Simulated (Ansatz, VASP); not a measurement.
## TaN in VASP and in Ansatz

```xyz
2
Lattice="0.0000 2.1790 2.1790 2.1790 0.0000 2.1790 2.1790 2.1790 0.0000" Properties=species:S:1:pos:R:3 pbc="T T T"
Ta    2.1790    2.1790    2.1790
N     0.0000    0.0000    0.0000
```

Alike in both runs: task single point; functional r2SCAN; k mesh 8 × 8 × 8; occupations gaussian, width 0.1 eV; collinear spin.

|  | VASP | Ansatz |
| --- | --- | --- |
| version | VASP 6.6.1 | Ansatz 0.2.0 |
| potentials or method | VASP PAW PBE potentials, release 64 (Ta_sv_GW, N), cutoff 660 eV | scalar-relativistic, plane waves, PAW |
| valence electrons in the cell | 18 | 18 |

|  | VASP | Ansatz | Ansatz less VASP |
| --- | --- | --- | --- |
| gap on the k mesh at the Fermi level (eV) | none | none | - |
| pressure (GPa) | 10.0 | 10.0 | -0.05 |
| net moment per atom (μB) | 0.00 | 0.00 | 0.000 |

VASP's potentials were made for PBE, not for r2SCAN. A gap of «none» marks a metal or a gap that the smearing closes. The functional is the same, so the differences come from potentials, cutoffs and numerics. Ansatz's warnings: seeded moment not kept, stability check not made.

Neither program's run includes spin-orbit coupling.
